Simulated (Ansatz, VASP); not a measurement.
Two plane-wave programs on RhC

```
CELL_PARAMETERS angstrom
0.00000 2.08139 2.08139
2.08139 0.00000 2.08139
2.08139 2.08139 0.00000
ATOMIC_POSITIONS crystal
Rh 0.00000 0.00000 0.00000
C 0.25000 0.25000 0.25000
```

Change from the starting cell: volume scaled by 0.75, PAW files.

Alike in both runs: task single point; functional PBE; k mesh 14 × 14 × 14; occupations fermi-dirac, width 0.1 eV; no spin polarisation.

|  | VASP | Ansatz |
| --- | --- | --- |
| version | VASP 6.6.1 | Ansatz 0.2.0 |
| potentials or method | VASP PAW PBE potentials, release 64 (Rh_pv, C) | PAW with Ansatz's default frozen-core files, scalar-relativistic |
| plane-wave cutoff (eV) | 520 | 420 |
| valence electrons in the cell | 19 | 21 |

```csv
,VASP,Ansatz,Ansatz less VASP
pressure (GPa),128.5,128.1,-0.36
```

Both programs put the cell under a high pressure, so it lies far from rest at this level. VASP's potentials hold 19 valence electrons a cell and Ansatz's 21, so a difference there can come from the potentials and not from the codes.

Noted on VASP's run: the cell as given lies far from equilibrium.
